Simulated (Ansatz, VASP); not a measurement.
**Cd7S in VASP and in Ansatz**

```
Cd S
1.0
     5.93786    0.00000    0.00000
    -2.96893    5.14233    0.00000
     0.00000    0.00000    5.99339
Cd S
7 1
Direct
  0.49993 0.99986 0.00000
  0.49993 0.50007 0.00000
  0.00014 0.50007 0.00000
  0.32960 0.16480 0.50000
  0.83520 0.16480 0.50000
  0.83520 0.67040 0.50000
  0.33333 0.66667 0.50000
  0.00000 0.00000 0.00000
```

Change from the starting cell: species swapped into the Mg7Sn type (P-6m2, No. 187).

Alike in both runs: functional PBE; k mesh 6 × 6 × 6; occupations gaussian, width 0.1 eV; no spin polarisation.

Ansatz relaxed the structure, and its values are those at the end. VASP's run is a single point on that final structure, the one shown.

```csv
,VASP,Ansatz
version,VASP 6.6.1,Ansatz 0.2.0
potentials or method,"VASP PAW PBE potentials, release 64 (Cd, S), cutoff 520 eV","scalar-relativistic, plane waves, PAW"
valence electrons in the cell,90,146
```

Ansatz gave:

* gap on the k mesh at the Fermi level (eV): none
* pressure (GPa): 0.0
* rms of the force components (eV/Å): 0.004

Question: Estimate VASP's values.

Answer: gap on the k mesh at the Fermi level (eV): none; pressure (GPa): 0.2; rms of the force components (eV/Å): 0.005.

A gap of «none» marks a metal or a gap that the smearing closes. VASP's potentials hold 90 valence electrons a cell and Ansatz's 146, so a difference there can come from the potentials and not from the codes.
